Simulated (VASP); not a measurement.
# Re (Fd-3m) in VASP: further runs

Runs on Re. Level: LDA. Tasks: single point.

Everything below comes from runs of VASP 6.6.1. Logs are shortened: lines on timing, memory, paths and dates and some standing lists are left out, and cuts for length are marked.

### Step 1. The cell of the first run

Symmetry: Fd-3m, No. 227, cubic system. The conventional cell has a = 5.635 Å, b = 5.635 Å, c = 5.635 Å, α = 90.00°, β = 90.00°, γ = 90.00°. Within 3.2 Å of Re (site symmetry -43m) lie 4 Re at 2.44 Å.

This isn't the form of Re at room conditions, which is hcp.

### Step 2. Single point, LDA (22.36 Å³/atom)

Input file INCAR:

```
SYSTEM = Re
PREC     = Accurate       ! precision mode
ENCUT    = 520            ! plane-wave cutoff, eV
EDIFF    = 1E-7           ! SCF threshold, eV
ISMEAR   = -1             ! smearing method
SIGMA    = 0.1            ! smearing width, eV
LREAL    = .FALSE.        ! projectors in reciprocal space
LASPH    = .TRUE.         ! aspherical terms in the spheres
NELM     = 100            ! most SCF steps
ALGO     = Normal         ! electronic algorithm
ISIF     = 2              ! what is computed and relaxed
LWAVE    = .FALSE.        ! write WAVECAR
LCHARG   = .FALSE.        ! write CHGCAR
NBANDS   = 14             ! bands
```

Input file KPOINTS:

```
Automatic mesh
0
G
  11 11 11
  0 0 0
```

Input file POSCAR:

```
Re
1.0
    0.0000000000      2.8174353536      2.8174353536
    2.8174353536      0.0000000000      2.8174353536
    2.8174353536      2.8174353536      0.0000000000
Re
2
Direct
    0.1250000000      0.1250000000      0.1250000000
    0.8750000000      0.8750000000      0.8750000000
```

Potentials or basis: VASP PAW LDA potentials, release 64 (Re).

Run with:

```sh
$ cat potpaw_LDA.64/Re/POTCAR > POTCAR
$ mpirun -np 1 vasp_std > vasp.out
```

OUTCAR:

```text
SYSTEM = Re
   PREC = Accurate
   ENCUT = 520
   EDIFF = 1E-7
   ISMEAR = -1
   LREAL = .FALSE.
   LASPH = .TRUE.
   NELM = 100
   ISIF = 2

 ion  position               nearest neighbor table
   1  0.125  0.125  0.125-   2 2.44   2 2.44   2 2.44   2 2.44
   2  0.875  0.875  0.875-   1 2.44   1 2.44   1 2.44   1 2.44

  LATTYP: Found a face centered cubic cell.
 ALAT       =     5.6348707072

  Lattice vectors:

 A1 = (   0.0000000000,   2.8174353536,   2.8174353536)
 A2 = (   2.8174353536,   0.0000000000,   2.8174353536)
 A3 = (   2.8174353536,   2.8174353536,   0.0000000000)

Analysis of symmetry for initial positions (statically):
=====================================================================
 Subroutine PRICEL returns:
 Original cell was already a primitive cell.

 Routine SETGRP: Setting up the symmetry group for a
 face centered cubic supercell.

 Subroutine GETGRP returns: Found 48 space group operations
 (whereof 12 operations were pure point group operations)
 out of a pool of 48 trial point group operations.

The static configuration has the point symmetry D_3d.
 The point group associated with its full space group is O_h .

Analysis of symmetry for dynamics (positions and initial velocities):
=====================================================================
 Subroutine PRICEL returns:
 Original cell was already a primitive cell.

 Routine SETGRP: Setting up the symmetry group for a
 face centered cubic supercell.

 Subroutine GETGRP returns: Found 48 space group operations
 (whereof 12 operations were pure point group operations)
 out of a pool of 48 trial point group operations.

The dynamic configuration has the point symmetry D_3d.
 The point group associated with its full space group is O_h .

 Subroutine INISYM returns: Found 48 space group operations
 (whereof 12 operations are pure point group operations),
 and found     1 'primitive' translations

----------------------------------------------------------------------------------------

                                     Primitive cell

  volume of cell :      44.7293

  direct lattice vectors                    reciprocal lattice vectors
     0.000000000  2.817435354  2.817435354    -0.177466361  0.177466361  0.177466361
     2.817435354  0.000000000  2.817435354     0.177466361 -0.177466361  0.177466361
     2.817435354  2.817435354  0.000000000     0.177466361  0.177466361 -0.177466361

  length of vectors
     3.984455288  3.984455288  3.984455288     0.307380754  0.307380754  0.307380754

  position of ions in fractional coordinates (direct lattice)
     0.125000000  0.125000000  0.125000000
     0.875000000  0.875000000  0.875000000

  ion indices of the primitive-cell ions
   primitive index   ion index
                 1           1
                 2           2

----------------------------------------------------------------------------------------

 KPOINTS: Automatic mesh

Automatic generation of k-mesh.
 Grid dimensions read from file:
 generate k-points for:   11   11   11

 Generating k-lattice:

  Cartesian coordinates                     Fractional coordinates (reciprocal lattice)
    -0.016133306  0.016133306  0.016133306     0.090909091  0.000000000  0.000000000
     0.016133306 -0.016133306  0.016133306     0.000000000  0.090909091  0.000000000
     0.016133306  0.016133306 -0.016133306     0.000000000  0.000000000  0.090909091

  Length of vectors
     0.027943705  0.027943705  0.027943705

  Shift w.r.t. Gamma in fractional coordinates (k-lattice)
     0.000000000  0.000000000  0.000000000

 Subroutine IBZKPT returns following result:
 ===========================================

 Found     56 irreducible k-points:

 Following reciprocal coordinates:
            Coordinates               Weight
  0.000000  0.000000  0.000000      1.000000
  0.090909  0.000000  0.000000      8.000000
  0.181818  0.000000  0.000000      8.000000
  0.272727  0.000000  0.000000      8.000000
  0.363636  0.000000  0.000000      8.000000
  0.454545  0.000000  0.000000      8.000000
[... 16 lines left out ...]
 -0.272727  0.181818  0.000000     24.000000
 -0.181818  0.181818  0.000000     12.000000
 [... further k-points ...]
   k-points           NKPTS =     56   k-points in BZ     NKDIM =     56   number of bands    NBANDS=     14
   number of dos      NEDOS =    301   number of ions     NIONS =      2
   total plane-waves  NPLWV =  27000
   dimension x,y,z NGX =    30 NGY =   30 NGZ =   30
   dimension x,y,z NGXF=    60 NGYF=   60 NGZF=   60
   ions per type =               2
   NGX,Y,Z   is equivalent  to a cutoff of  12.52, 12.52, 12.52 a.u.
   NGXF,Y,Z  is equivalent  to a cutoff of  25.03, 25.03, 25.03 a.u.
 SYSTEM =  Re
   PREC   = accura    normal or accurate (medium, high low for compatibility)
   ISTART =      0    job   : 0-new  1-cont  2-samecut
   ICHARG =      2    charge: 1-file 2-atom 10-const
   ISPIN  =      1    spin polarized calculation?
   LNONCOLLINEAR =      F non collinear calculations
   LSORBIT =      F    spin-orbit coupling
   LASPH  =      T    aspherical Exc in radial PAW
   ENCUT  =  520.0 eV  38.22 Ry    6.18 a.u.   7.41  7.41  7.41*2*pi/ulx,y,z
   NELM   =    100;   NELMIN=  2; NELMDL= -5     # of ELM steps
   EDIFF  = 0.1E-06   stopping-criterion for ELM
   LREAL  =      F    real-space projection
   EDIFFG = 0.1E-05   stopping-criterion for IOM
   NSW    =      0    number of steps for IOM
   IBRION =     -1    ionic relax: 0-MD 1-quasi-New 2-CG
   NFREE  =      0    steps in history (QN), initial steepest desc. (CG)
   ISIF   =      2    stress and relaxation
   ISYM   =      2    0-nonsym 1-usesym 2-fastsym
   POTIM  = 0.5000    time-step for ionic-motion
   TEBEG  =    0.0;   TEEND  =   0.0 temperature during run
   PSTRESS=    0.0 pullay stress
   NELECT =      14.0000    total number of electrons
   NUPDOWN=      -1.0000    fix difference up-down
   EMIN   =  10.00;   EMAX   =-10.00  energy-range for DOS
   EFERMI =   0.00;   METHOD = LEGACY
   ISMEAR =    -1;   SIGMA  =   0.10  broadening in eV -4-tet -1-fermi 0-gaus
   EFERMI_NEDOS =   21; number of points for ismear=-14 and -15
   IALGO  =     38    algorithm
   IMIX   =      4    mixing-type and parameters
     AMIX     =   0.40;   BMIX     =  1.00
     AMIX_MAG =   1.60;   BMIX_MAG =  1.00
  volume/ion in A,a.u.               =      22.36       150.92
  Fermi-wavevector in a.u.,A,eV,Ry     =   1.111528  2.100482 16.809908  1.235493
  Thomas-Fermi vector in A             =   2.248092
   LORBIT       =      0    0 simple, 1 ext, 2 COOP (PROOUT), +10 PAW based schemes
   GGA     = CA    functional components
   LHFCALC =     F    Hartree Fock is set to
   AEXX    =    0.0000 exact exchange contribution
   IVDW    =     0    specifies the selected vdW correction
   LEPSILON=     F    determine dielectric tensor
   LRPA    =     F    only Hartree local field effects (RPA)
 non-spin polarized calculation
  energy-cutoff  :      520.00
  volume of cell :       44.73
 maximum number of plane-waves:      1243
 NGX is ok and might be reduce to    30
   NGX = 15   NGY = 15   NGZ = 15

 number of electron      14.0000001 magnetization

 Free energy of the ion-electron system (eV)
  ---------------------------------------------------
  ext. energy  EPLUGINS =         0.00000000
  ---------------------------------------------------
  free energy    TOTEN  =       -24.02305714 eV

  energy without entropy =      -23.98006051  energy(sigma->0) =      -24.00155883

 E-fermi :   3.3759     XC(G=0): -11.2271

 val. band max:        3.3238548036   @ k =  -0.4545   0.4545   0.0000
 cond. band min:       3.3933580038   @ k =  -0.3636   0.4545   0.1818
 fundamental gap:      0.0695032002
 Fermi energy:         3.3758592882

 k-point     1 :       0.0000    0.0000    0.0000
  band No.  band energies     occupation
      1      -3.4631      2.00000
      2       0.3247      2.00000
      3       0.3247      2.00000
      4       1.1163      2.00000
      5       1.1163      2.00000
      6       1.1163      2.00000
      7       3.9863      0.00446
      8       3.9863      0.00446
      9       3.9863      0.00446
     10       7.4672      0.00000
     11       7.4672      0.00000
     12      14.5802      0.00000
     13      14.8744      0.00000
     14      16.2052      0.00000

 k-point     2 :       0.0909    0.0000    0.0000
  band No.  band energies     occupation
      1      -3.3111      2.00000
      2       0.2453      2.00000
      3       0.2453      2.00000
      4       1.0920      2.00000
      5       1.2613      2.00000
      6       1.2613      2.00000
      7       3.7793      0.03479
      8       3.9623      0.00566
      9       3.9623      0.00566
     10       7.4479      0.00000
     11       7.4479      0.00000
     12      14.1633      0.00000
     13      14.9728      0.00000
     14      16.2517      0.00000

 k-point     3 :       0.1818    0.0000    0.0000
  band No.  band energies     occupation
      1      -2.8757      2.00000
      2       0.1498      2.00000
      3       0.1498      2.00000
      4       1.0324      2.00000
      5       1.4884      2.00000
      6       1.4884      2.00000
      7       3.2733      1.47210
      8       3.9656      0.00548
      9       3.9656      0.00548
     10       7.3761      0.00000
     11       7.3761      0.00000
     12      13.0379      0.00000
     13      13.9936      0.00000
     14      15.9401      0.00000
[... 324 lines left out ...]
 k-point    23 :      -0.2727    0.1818    0.0000
  band No.  band energies     occupation
      1      -1.3244      2.00000
      2      -0.0667      2.00000
      3       0.3521      2.00000
      4       0.5510      2.00000
      5       1.1582      2.00000
      6       2.2335      1.99998
      7       3.1105      1.86850
      8       3.5479      0.30356
      9       5.0546      0.00000
     10       5.8667      0.00000
     11       7.6782      0.00000
     12       9.4797      0.00000
     13      11.2061      0.00000
     14      13.8585      0.00000

 k-point    24 :      -0.1818    0.1818    0.0000
  band No.  band energies     occupation
      1      -1.9926      2.00000
      2      -0.1460      2.00000
      3       0.4554      2.00000
      4       0.7185      2.00000
      5       1.2331      2.00000
      6       2.1642      1.99999
      7       3.0023      1.95338
      8       3.5061      0.42741
      9       4.6204      0.00001
     10       6.3882      0.00000
     11       7.7363      0.00000
     12      11.3187      0.00000
     13      11.9247      0.00000
     14      14.2774      0.00000

 [... further k-points ...]

------------------------ aborting loop because EDIFF is reached ----------------------------------------

  FORCE on cell =-STRESS in cart. coord.  units (eV):
  Direction    XX          YY          ZZ          XY          YZ          ZX
  --------------------------------------------------------------------------------------
  -------------------------------------------------------------------------------------
  Total       -2.3697363     -2.3697363     -2.3697363     -0.0000000     -0.0000000      0.0000000
  in kB      -84.8826101    -84.8826101    -84.8826101     -0.0000000     -0.0000000      0.0000000
  external PRESSURE =     -84.8826101 kB  Pullay stress =       0.0000000 kB

 VOLUME and BASIS-vectors are now :
 -----------------------------------------------------------------------------
  energy-cutoff  :      520.00
  volume of cell :       44.73
      direct lattice vectors                 reciprocal lattice vectors
     0.000000000  2.817435354  2.817435354    -0.177466361  0.177466361  0.177466361
     2.817435354  0.000000000  2.817435354     0.177466361 -0.177466361  0.177466361
     2.817435354  2.817435354  0.000000000     0.177466361  0.177466361 -0.177466361

 POSITION                                       TOTAL-FORCE (eV/Angst)
 -----------------------------------------------------------------------------------
      0.70436      0.70436      0.70436         0.000000      0.000000      0.000000
      4.93051      4.93051      4.93051        -0.000000     -0.000000     -0.000000
 -----------------------------------------------------------------------------------
    total drift:                               -0.000000      0.000000      0.000000

  FREE ENERGIE OF THE ION-ELECTRON SYSTEM (eV)
  ---------------------------------------------------
  free  energy   TOTEN  =       -24.0230571425 eV

  energy  without entropy=      -23.9800605098  energy(sigma->0) =      -24.00155883
```

Run time: 28 s. Hardware: 1 thread of Intel Xeon Platinum 8488C (Sapphire Rapids), shared host; peak memory 0.16 GiB.

What came out:

* Free energy: -24.0231 eV
* Pressure: -8.5 GPa
* Band gap on the k mesh: zero (bands 7 and 8 overlap by 1.13 eV)

Caveat: the cell stands under tension; spin-orbit coupling is left out, which moves the levels of the heavy elements.

(Part 1 of 2 ends here.)

The gap in the log of VASP goes by the Fermi energy; the results here count the filled bands.